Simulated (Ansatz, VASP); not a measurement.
**GaN: VASP beside Ansatz**

INCAR

```
PREC = Accurate
ENCUT = 520
EDIFF = 1E-6
ISMEAR = -1
SIGMA = 0.02
LREAL = F
LASPH = T
NELM = 80
ALGO = Normal
ISIF = 2
LWAVE = F
LCHARG = F
GGA = PE
NBANDS = 16
```

Contents of KPOINTS:

```
regular mesh
0
Gamma
  10 10 10
```

Contents of POSCAR:

```
GaN
1.0
    0.0000000000      2.2368082798      2.2368082798
    2.2368082798      0.0000000000      2.2368082798
    2.2368082798      2.2368082798      0.0000000000
Ga N
1 1
Direct
    0.0000000000      0.0000000000      0.0000000000
    0.7500000000      0.7500000000      0.7500000000
```

Input for Ansatz:

```yaml
crystal:
  lattice:
    - [0.0, 2.2368082798, 2.2368082798]
    - [2.2368082798, 0.0, 2.2368082798]
    - [2.2368082798, 2.2368082798, 0.0]
  atoms:
    - { symbol: Ga, position: [0.0, 0.0, 0.0] }
    - { symbol: "N", position: [0.75, 0.75, 0.75] }
kpoints:
  mp_grid: { grid: [10, 10, 10] }
  band_path:
    path:
      - [0.0, 0.0, 0.0]
      - [-0.5, -0.5, 0.0]
      - [-0.375, -0.375, 0.25]
      - [-0.375, 0.0, 0.375]
      - [0.0, 0.0, 0.5]
      - [-0.5, -0.25, 0.25]
    npoints: 1
hamiltonian:
  xc: pbe
scf:
  occupations: { method: fermi_dirac, width: 0.02 }
  n_extra_bands: 4
output:
  forces: true
  stress: true
  eigenvalues: true
  write_density: true
  write_potential: true
  elf: true
  volumetric_format: npy
```

Change from the starting cell: hydrostatic strain -0.5%.

Alike in both runs: task single point; functional PBE; k mesh 10 × 10 × 10; occupations fermi-dirac, width 0.02 eV; no spin polarisation.

```csv
,VASP,Ansatz
version,VASP 6.6.1,Ansatz 0.2.0
potentials or method,"VASP PAW PBE potentials, release 64 (Ga_d, N)","plane waves, PAW"
plane-wave cutoff (eV),520,420
valence electrons in the cell,18,18
```

```tsv
	VASP	Ansatz	Ansatz less VASP
gap on the k mesh at the Fermi level (eV)	1.87	1.86	-0.011
pressure (GPa)	9.6	9.6	-0.03
```

The functional is the same, so the differences come from potentials, cutoffs and numerics.
